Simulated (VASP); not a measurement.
# K4ZrZn3F12 (a cell with a defect) in VASP: a series of runs

The runs below take K4ZrZn3F12 (a cell with a defect) through single point, with PBEsol, PBEsol+D3(BJ).

All numbers are computed with VASP 6.6.1; they aren't measurements. Logs are shortened: lines on timing, memory, paths and dates and some standing lists are left out, and cuts for length are marked.

### 1 The cell of the first run

The cell holds a defect, 20 atoms: a = 8.105 Å, b = 8.105 Å, c = 4.052 Å, α = 90.00°, β = 90.00°, γ = 90.00°.

### 2 Single point, PBEsol

Contents of INCAR:

```
SYSTEM = K4ZrZn3F12
ALGO = Normal
EDIFF = 1E-6
ENCUT = 520
GGA = PS
ISIF = 2
ISMEAR = 1
LASPH = .True.
LCHARG = .False.
LREAL = Auto
LWAVE = .False.
NBANDS = 100
NELECT = 166.0
NELM = 100
PREC = Accurate
SIGMA = 0.05
```

Contents of KPOINTS:

```
Automatic mesh
0
Gamma
  2 2 2
  0.5 0.5 0.5
```

Contents of POSCAR:

```
K4ZrZn3F12
1.0
    8.1045260000      0.0000000000      0.0000000000
    0.0000000000      8.1045260000      0.0000000000
    0.0000000000      0.0000000000      4.0522630000
K Zr Zn F
4 1 3 12
Direct
    0.0137490000      0.0037430000      0.9895380000
    0.9988970000      0.4962860000      0.9982680000
    0.4974830000      0.9882820000      0.0270820000
    0.5081070000      0.5009330000      0.0000120000
    0.2593260000      0.2529170000      0.5087850000
    0.2512410000      0.7614510000      0.5041430000
    0.7529440000      0.2454690000      0.5087050000
    0.7569770000      0.7504330000      0.5158540000
    0.2481380000      0.2541930000      0.9958050000
    0.2464770000      0.7491920000      0.9952850000
    0.7595450000      0.2464110000      0.0263420000
    0.7593740000      0.7412070000      0.9988650000
    0.9916040000      0.2551570000      0.5489200000
    0.9913490000      0.7552400000      0.5154680000
    0.4902370000      0.2553070000      0.5043540000
    0.4952810000      0.7451960000      0.4860540000
    0.2528750000      0.9913660000      0.5186540000
    0.2445210000      0.5022800000      0.5184410000
    0.7492910000      0.9981040000      0.5090300000
    0.7489120000      0.5026090000      0.5101020000
```

Potentials or basis: VASP PAW PBE potentials, release 64 (K_sv, Zr_sv, Zn, F).

On the command line:

```console
> cat potpaw_PBE.64/K_sv/POTCAR potpaw_PBE.64/Zr_sv/POTCAR potpaw_PBE.64/Zn/POTCAR potpaw_PBE.64/F/POTCAR > POTCAR
> mpirun -np 1 vasp_std > vasp.out
```

OUTCAR:

```text
SYSTEM = K4ZrZn3F12
   EDIFF = 1E-6
   ENCUT = 520
   GGA = PS
   ISIF = 2
   ISMEAR = 1
   LASPH = .True.
   LREAL = Auto
   NELECT = 166.0
   NELM = 100
   PREC = Accurate

 ion  position               nearest neighbor table
   1  0.014  0.004  0.990-  13 2.72  17 2.72   9 2.78  14 2.79  10 2.80  11 2.85   6 3.38   5 3.44
                             5 3.53
   2  0.999  0.496  0.998-  13 2.67  12 2.78  18 2.78  11 2.81   9 2.82  20 2.83   5 3.50   5 3.55

   3  0.497  0.988  0.027-  16 2.71  17 2.81  10 2.81  19 2.83   6 3.33   5 3.48   5 3.57
   4  0.508  0.501  0.000-  20 2.78  16 2.79  12 2.82  15 2.83  20 2.84  15 2.86   5 3.47   5 3.52

   5  0.259  0.253  0.509-  15 1.87   9 1.98  18 2.02   9 2.08  17 2.12  13 2.18   1 3.44   4 3.47
                             3 3.48   2 3.50   4 3.52   1 3.53   2 3.55   3 3.57
   6  0.251  0.761  0.504-  17 1.86  16 1.98  10 1.99  10 2.06  18 2.10  14 2.11   3 3.33   1 3.38

   7  0.753  0.245  0.509-  13 1.94  11 1.96  19 2.00  20 2.08  11 2.10  15 2.13
   8  0.757  0.750  0.516-  14 1.90  12 1.96  19 2.01  20 2.01  12 2.10  16 2.12
   9  0.248  0.254  0.996-   5 1.98   5 2.08   1 2.78   2 2.82
  10  0.246  0.749  0.995-   6 1.99   6 2.06   1 2.80   3 2.81
  11  0.760  0.246  0.026-   7 1.96   7 2.10   2 2.81   1 2.85
  12  0.759  0.741  0.999-   8 1.96   8 2.10   2 2.78   4 2.82
  13  0.992  0.255  0.549-   7 1.94   5 2.18   2 2.67   1 2.72
  14  0.991  0.755  0.515-   8 1.90   6 2.11   1 2.79
  15  0.490  0.255  0.504-   5 1.87   7 2.13   4 2.83   4 2.86
  16  0.495  0.745  0.486-   6 1.98   8 2.12   3 2.71   4 2.79
  17  0.253  0.991  0.519-   6 1.86   5 2.12   1 2.72   3 2.81
  18  0.245  0.502  0.518-   5 2.02   6 2.10   2 2.78
  19  0.749  0.998  0.509-   7 2.00   8 2.01   3 2.83
  20  0.749  0.503  0.510-   8 2.01   7 2.08   4 2.78   2 2.83   4 2.84

  LATTYP: Found a simple tetragonal cell.
 ALAT       =     8.1045260000
 C/A-ratio  =     0.5000000000

  Lattice vectors:

 A1 = (   8.1045260000,   0.0000000000,   0.0000000000)
 A2 = (   0.0000000000,   8.1045260000,   0.0000000000)
 A3 = (   0.0000000000,   0.0000000000,   4.0522630000)

Analysis of symmetry for initial positions (statically):
=====================================================================
 Subroutine PRICEL returns:
 Original cell was already a primitive cell.

 Routine SETGRP: Setting up the symmetry group for a
 simple tetragonal supercell.

 Subroutine GETGRP returns: Found  1 space group operations
 (whereof  1 operations were pure point group operations)
 out of a pool of 16 trial point group operations.

The static configuration has the point symmetry C_1 .

Analysis of symmetry for dynamics (positions and initial velocities):
=====================================================================
 Subroutine PRICEL returns:
 Original cell was already a primitive cell.

 Routine SETGRP: Setting up the symmetry group for a
 simple tetragonal supercell.

 Subroutine GETGRP returns: Found  1 space group operations
 (whereof  1 operations were pure point group operations)
 out of a pool of 16 trial point group operations.

The dynamic configuration has the point symmetry C_1 .

 Subroutine INISYM returns: Found  1 space group operations
 (whereof  1 operations are pure point group operations),
 and found     1 'primitive' translations

----------------------------------------------------------------------------------------

                                     Primitive cell

  volume of cell :     266.1662

  direct lattice vectors                    reciprocal lattice vectors
     8.104526000  0.000000000  0.000000000     0.123387845  0.000000000  0.000000000
     0.000000000  8.104526000  0.000000000     0.000000000  0.123387845  0.000000000
     0.000000000  0.000000000  4.052263000     0.000000000  0.000000000  0.246775691

  length of vectors
     8.104526000  8.104526000  4.052263000     0.123387845  0.123387845  0.246775691

  position of ions in fractional coordinates (direct lattice)
     0.013749000  0.003743000  0.989538000
     0.998897000  0.496286000  0.998268000
     0.497483000  0.988282000  0.027082000
     0.508107000  0.500933000  0.000012000
     0.259326000  0.252917000  0.508785000
     0.251241000  0.761451000  0.504143000
[... 12 lines left out ...]
     0.749291000  0.998104000  0.509030000
     0.748912000  0.502609000  0.510102000

  ion indices of the primitive-cell ions
   primitive index   ion index
                 1           1
                 2           2
                 3           3
                 4           4
                 5           5
                 6           6
[... 12 lines left out ...]
                19          19
                20          20

----------------------------------------------------------------------------------------

 KPOINTS: Automatic mesh

Automatic generation of k-mesh.
 Grid dimensions read from file:
 generate k-points for:    2    2    2

 Generating k-lattice:

  Cartesian coordinates                     Fractional coordinates (reciprocal lattice)
     0.061693923  0.000000000  0.000000000     0.500000000  0.000000000  0.000000000
     0.000000000  0.061693923  0.000000000     0.000000000  0.500000000  0.000000000
     0.000000000  0.000000000  0.123387845     0.000000000  0.000000000  0.500000000

  Length of vectors
     0.061693923  0.061693923  0.123387845

  Shift w.r.t. Gamma in fractional coordinates (k-lattice)
     0.500000000  0.500000000  0.500000000

 Subroutine IBZKPT returns following result:
 ===========================================

 Found      4 irreducible k-points:

 Following reciprocal coordinates:
            Coordinates               Weight
  0.250000  0.250000  0.250000      2.000000
 -0.250000  0.250000  0.250000      2.000000
 -0.250000 -0.250000  0.250000      2.000000
  0.250000 -0.250000  0.250000      2.000000
   k-points           NKPTS =      4   k-points in BZ     NKDIM =      4   number of bands    NBANDS=    100
   number of dos      NEDOS =    301   number of ions     NIONS =     20
   total plane-waves  NPLWV = 108000
   dimension x,y,z NGX =    60 NGY =   60 NGZ =   30
   dimension x,y,z NGXF=   120 NGYF=  120 NGZF=   60
   ions per type =               4   1   3  12
   NGX,Y,Z   is equivalent  to a cutoff of  12.31, 12.31, 12.31 a.u.
   NGXF,Y,Z  is equivalent  to a cutoff of  24.62, 24.62, 24.62 a.u.
 SYSTEM =  K4ZrZn3F12
   PREC   = accura    normal or accurate (medium, high low for compatibility)
   ISTART =      0    job   : 0-new  1-cont  2-samecut
   ICHARG =      2    charge: 1-file 2-atom 10-const
   ISPIN  =      1    spin polarized calculation?
   LNONCOLLINEAR =      F non collinear calculations
   LSORBIT =      F    spin-orbit coupling
   LASPH  =      T    aspherical Exc in radial PAW
   ENCUT  =  520.0 eV  38.22 Ry    6.18 a.u.  15.07 15.07  7.53*2*pi/ulx,y,z
   NELM   =    100;   NELMIN=  2; NELMDL= -5     # of ELM steps
   EDIFF  = 0.1E-05   stopping-criterion for ELM
   LREAL  =      T    real-space projection
   EDIFFG = 0.1E-04   stopping-criterion for IOM
   NSW    =      0    number of steps for IOM
   IBRION =     -1    ionic relax: 0-MD 1-quasi-New 2-CG
   NFREE  =      0    steps in history (QN), initial steepest desc. (CG)
   ISIF   =      2    stress and relaxation
   ISYM   =      2    0-nonsym 1-usesym 2-fastsym
   POTIM  = 0.5000    time-step for ionic-motion
   TEBEG  =    0.0;   TEEND  =   0.0 temperature during run
   PSTRESS=    0.0 pullay stress
   NELECT =     166.0000    total number of electrons
   NUPDOWN=      -1.0000    fix difference up-down
   EMIN   =  10.00;   EMAX   =-10.00  energy-range for DOS
   EFERMI =   0.00;   METHOD = LEGACY
   ISMEAR =     1;   SIGMA  =   0.05  broadening in eV -4-tet -1-fermi 0-gaus
   EFERMI_NEDOS =   21; number of points for ismear=-14 and -15
   IALGO  =     38    algorithm
   IMIX   =      4    mixing-type and parameters
     AMIX     =   0.40;   BMIX     =  1.00
     AMIX_MAG =   1.60;   BMIX_MAG =  1.00
  volume/ion in A,a.u.               =      13.31        89.81
  Fermi-wavevector in a.u.,A,eV,Ry     =   1.398706  2.643172 26.618162  1.956380
  Thomas-Fermi vector in A             =   2.521838
   LORBIT       =      0    0 simple, 1 ext, 2 COOP (PROOUT), +10 PAW based schemes
   GGA     = PS    functional components
   LHFCALC =     F    Hartree Fock is set to
   AEXX    =    0.0000 exact exchange contribution
   IVDW    =     0    specifies the selected vdW correction
   LEPSILON=     F    determine dielectric tensor
   LRPA    =     F    only Hartree local field effects (RPA)
 non-spin polarized calculation
 Methfessel and Paxton  Order N= 1 SIGMA  =   0.05
  energy-cutoff  :      520.00
  volume of cell :      266.17
 maximum number of plane-waves:      7166
   NGX = 31   NGY = 31   NGZ = 15

 number of electron     165.9999986 magnetization

 Free energy of the ion-electron system (eV)
  ---------------------------------------------------
  ext. energy  EPLUGINS =         0.00000000
  ---------------------------------------------------
  free energy    TOTEN  =       -99.44140410 eV

  energy without entropy =      -99.44768821  energy(sigma->0) =      -99.44349880

 E-fermi :   0.6073     XC(G=0): -10.1153

 val. band max:        0.5730897003   @ k =   0.2500   0.2500   0.2500
 cond. band min:       2.2226457622   @ k =  -0.2500  -0.2500   0.2500
 fundamental gap:      1.6495560619
 Fermi energy:         0.6073013352

 k-point     1 :       0.2500    0.2500    0.2500
  band No.  band energies     occupation
      1     -50.3465      2.00000
      2     -29.3970      2.00000
      3     -29.1966      2.00000
      4     -28.6719      2.00000
      5     -26.8819      2.00000
      6     -26.6549      2.00000
[... 87 lines left out ...]
     94       8.7058      0.00000
     95       8.9559      0.00000

 k-point     2 :      -0.2500    0.2500    0.2500
  band No.  band energies     occupation
      1     -50.3465      2.00000
      2     -29.3970      2.00000
      3     -29.1966      2.00000
      4     -28.6719      2.00000
      5     -26.8818      2.00000
      6     -26.6549      2.00000
[... 87 lines left out ...]
     94       8.6946      0.00000
     95       8.9067      0.00000

 k-point     3 :      -0.2500   -0.2500    0.2500
  band No.  band energies     occupation
      1     -50.3465      2.00000
      2     -29.3970      2.00000
      3     -29.1966      2.00000
      4     -28.6719      2.00000
      5     -26.8819      2.00000
      6     -26.6548      2.00000
[... 87 lines left out ...]
     94       8.6936      0.00000
     95       8.9691      0.00000

 k-point     4 :       0.2500   -0.2500    0.2500
  band No.  band energies     occupation
      1     -50.3465      2.00000
      2     -29.3970      2.00000
      3     -29.1966      2.00000
      4     -28.6719      2.00000
      5     -26.8819      2.00000
      6     -26.6549      2.00000
[... 87 lines left out ...]
     94       8.6666      0.00000
     95       9.0101      0.00000
 [bands above 95 left out]

------------------------ aborting loop because EDIFF is reached ----------------------------------------

  FORCE on cell =-STRESS in cart. coord.  units (eV):
  Direction    XX          YY          ZZ          XY          YZ          ZX
  --------------------------------------------------------------------------------------
  -------------------------------------------------------------------------------------
  Total       -6.1258778    -10.1258062     -4.3622788      0.3875607      0.0124973      0.1507684
  in kB      -36.8744923    -60.9519117    -26.2585741      2.3329069      0.0752268      0.9075448
  external PRESSURE =     -41.3616594 kB  Pullay stress =       0.0000000 kB

 VOLUME and BASIS-vectors are now :
 -----------------------------------------------------------------------------
  energy-cutoff  :      520.00
  volume of cell :      266.17
      direct lattice vectors                 reciprocal lattice vectors
     8.104526000  0.000000000  0.000000000     0.123387845  0.000000000  0.000000000
     0.000000000  8.104526000  0.000000000     0.000000000  0.123387845  0.000000000
     0.000000000  0.000000000  4.052263000     0.000000000  0.000000000  0.246775691

 POSITION                                       TOTAL-FORCE (eV/Angst)
 -----------------------------------------------------------------------------------
      0.11143      0.03034      4.00987        -1.353850     -1.117339      0.212037
      8.09559      4.02216      4.04524        -1.039539      1.104546      0.159859
      4.03186      8.00956      0.10974         1.194768     -1.000323     -0.152044
      4.11797      4.05982      0.00005         1.003431      1.181593      0.062499
      2.10171      2.04977      2.06173        -3.818949      0.232055     -0.789985
      2.03619      6.17120      2.04292        -0.478433     -1.895953     -0.289208
[... 12 lines left out ...]
      6.07265      8.08916      2.06272        -0.286936      0.868394      0.052700
      6.06958      4.07341      2.06707        -0.209998     -1.225869      0.002892
 -----------------------------------------------------------------------------------
    total drift:                               -0.010598     -0.013092      0.000840

  FREE ENERGIE OF THE ION-ELECTRON SYSTEM (eV)
  ---------------------------------------------------
  free  energy   TOTEN  =       -99.4414041009 eV

  energy  without entropy=      -99.4476882101  energy(sigma->0) =      -99.44349880
```

Wall time 4.9 min (1 thread of Intel Xeon Platinum 8259CL at 2.50GHz (Skylake/Cascade Lake), shared host); peak memory 0.36 GiB.

Results:

```
Free energy   : -99.4414 eV
Largest force : 3.907 eV/Å
```

Forces in eV/Å, atoms in the order of the input:
```
K   -1.354 -1.117  0.212
K   -1.040  1.105  0.160
K    1.195 -1.000 -0.152
K    1.003  1.182  0.062
Zr  -3.819  0.232 -0.790
Zn  -0.478 -1.896 -0.289
Zn  -0.104  0.216  0.360
Zn  -0.838 -0.110 -0.522
F    0.280 -0.149  1.225
F    0.031  0.043  0.435
F   -0.368  0.014 -0.586
F   -0.289  0.124  0.606
F    3.134 -0.172 -0.388
F    1.971  0.061 -0.173
F    1.122 -0.096  0.032
F   -0.169  0.064  0.082
F    0.061  3.701 -0.142
F    0.159 -1.844 -0.188
F   -0.287  0.868  0.053
F   -0.210 -1.226  0.003
```

Caveat: the k points lie up to 0.78 Å⁻¹ apart; the cell carries a net charge on a neutralising background, which shifts energy and pressure; the cell is charged against a uniform background, so pressure and absolute levels hang on convention; the PAW data sets were made with another functional, which shifts forces and pressure a little.

### 3 Single point, PBEsol+D3(BJ)

Contents of INCAR:

```
PREC = Accurate
ENCUT = 520
EDIFF = 1E-7
ISMEAR = -1
SIGMA = 0.05
LREAL = Auto
LASPH = True
NELM = 60
ALGO = Normal
ISIF = 2
LWAVE = False
LCHARG = False
GGA = PS
IVDW = 12
NBANDS = 100
NELECT = 166.0
```

KPOINTS is that of step 2.

POSCAR is that of step 2.

Potentials or basis: VASP PAW PBE potentials, release 64 (K_sv, Zr_sv, Zn, F).

On the command line:

```console
> cat potpaw_PBE.64/K_sv/POTCAR potpaw_PBE.64/Zr_sv/POTCAR potpaw_PBE.64/Zn/POTCAR potpaw_PBE.64/F/POTCAR > POTCAR
> mpirun -np 1 vasp_std > vasp.out
```

Run time: 4.8 min. Hardware: 1 thread of Intel Xeon Platinum 8259CL at 2.50GHz (Skylake/Cascade Lake), shared host; peak memory 0.36 GiB.

Results (log left out):

* Free energy: -102.5016 eV
* Largest force: 3.908 eV/Å
* Dispersion energy per atom: -0.153 eV

Forces on the atoms (eV/Å):
```
K   -1.352 -1.133  0.212
K   -1.038  1.121  0.160
K    1.193 -1.016 -0.152
K    1.002  1.197  0.063
Zr  -3.820  0.233 -0.789
Zn  -0.483 -1.897 -0.290
Zn  -0.101  0.214  0.359
Zn  -0.849 -0.115 -0.530
F    0.280 -0.149  1.225
F    0.032  0.043  0.437
F   -0.369  0.013 -0.585
F   -0.293  0.129  0.616
F    3.116 -0.172 -0.388
F    1.997  0.062 -0.172
F    1.137 -0.096  0.032
F   -0.184  0.064  0.086
F    0.061  3.713 -0.142
F    0.159 -1.854 -0.188
F   -0.283  0.856  0.048
F   -0.206 -1.212 -0.001
```

Levels at points of the mesh, in eV from the Fermi level:
```tsv
k point	band 79	band 80	band 81	band 82	band 83	band 84	band 85	band 86	band 87	band 88
(0.25, 0.25, 0.25)	-1.94	-1.64	-1.60	-0.88	-0.80	0.80	0.98	1.31	4.00	4.22
```

Caveat: the k points lie up to 0.78 Å⁻¹ apart; the cell carries a net charge on a neutralising background, which shifts energy and pressure; the cell is charged against a uniform background, so pressure and absolute levels hang on convention; the PAW data sets were made with another functional, which shifts forces and pressure a little.
